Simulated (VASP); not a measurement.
Au, 2 atoms in the cell. The typed cell holds 2 atoms: a = 2.845 Å, b = 2.845 Å, c = 4.728 Å, α = 90.00°, β = 90.00°, γ = 120.03°. This isn't the form of Au at room conditions, which is fcc.

- Program: VASP 6.6.1
- Task: single point
- Functional: PBEsol
- Potentials or basis: VASP PAW PBE potentials, release 64 (Au)
- Cutoff: 520 eV
- k mesh: 11 × 11 × 6
- Occupations: fermi-dirac, width 0.05 eV
- Spin: no spin polarisation
- Dipole correction: no
- Further INCAR settings: ALGO = Normal; EDIFF = 1e-07; NBANDS = 18

Potentials or basis: VASP PAW PBE potentials, release 64 (Au).

Launch:

```sh
$ cat potpaw_PBE.64/Au/POTCAR > POTCAR
$ mpirun -np 1 vasp_std > vasp.out
```

Hardware: 1 thread of Intel(R) Xeon(R) 6975P-C (Granite Rapids), on a shared host.

Question: Estimate the wall time of this run.

Answer: Run time: 22 s on 1 thread of Intel(R) Xeon(R) 6975P-C (Granite Rapids), on a shared host, peak memory 0.2 GiB. Counts: scf iterations 12, k points 144.
